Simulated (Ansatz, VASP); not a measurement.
## Zr: VASP beside Ansatz

Contents of INCAR:

```
SYSTEM = Zr
PREC = Accurate
ENCUT = 520
EDIFF = 1E-7
ISMEAR = 0
SIGMA = 0.15
LREAL = .FALSE.
LASPH = .TRUE.
NELM = 100
ALGO = Fast
ISIF = 2
LWAVE = .FALSE.
LCHARG = .TRUE.
GGA = PS
LELF = .TRUE.
LVHAR = .TRUE.
NBANDS = 19
```

The input KPOINTS:

```
regular mesh
0
G
  18 18 10
  0 0 0
```

POSCAR

```
Zr
1.0
    3.2319982225      0.0000000000      0.0000000000
   -1.6159991112      2.7989925657      0.0000000000
    0.0000000000      0.0000000000      5.1470000000
Zr
2
Direct
    0.3601286885      0.7202573771      0.2500000000
    0.6666666667      0.3333333333      0.7500000000
```

Input for Ansatz:

```yaml
crystal:
  lattice:
    - [3.2319982225, 0.0, 0.0]
    - [-1.6159991112, 2.7989925657, 0.0]
    - [0.0, 0.0, 5.147]
  atoms:
    - { symbol: Zr, position: [0.3601286885, 0.7202573771, 0.25] }
    - { symbol: Zr, position: [0.6666666667, 0.3333333333, 0.75] }
basis:
  ecutwfc: 420
kpoints:
  mp_grid: { grid: [18, 18, 10] }
hamiltonian:
  xc: pbesol
scf:
  occupations: { method: gaussian, width: 0.15 }
output:
  forces: true
  stress: true
  eigenvalues: true
```

Alike in both runs: task single point; functional PBEsol; k mesh 18 × 18 × 10; occupations gaussian, width 0.15 eV; no spin polarisation.

|  | VASP | Ansatz |
| --- | --- | --- |
| version | VASP 6.6.1 | Ansatz 0.2.0 |
| potentials or method | VASP PAW PBE potentials, release 64 (Zr_sv), cutoff 520 eV | scalar-relativistic, plane waves, PAW |
| valence electrons in the cell | 24 | 24 |

Ansatz gave:

| Quantity | Value |
| --- | --- |
| gap on the k mesh at the Fermi level (eV) | none |
| pressure (GPa) | -3.4 |
| traceless stress, the component that is largest in VASP (GPa) | -1.19 |
| rms of the force components (eV/Å) | 0.074 |

Problem. Estimate VASP's values.

Solution. gap on the k mesh at the Fermi level (eV): none; pressure (GPa): -3.4; traceless stress, the component that is largest in VASP (GPa): -1.20; rms of the force components (eV/Å): 0.075.

VASP's potentials were made for PBE, not for PBEsol. Atom by atom the forces differ by 0.001 eV/Å (rms over components). A gap of «none» marks a metal or a gap that the smearing closes.
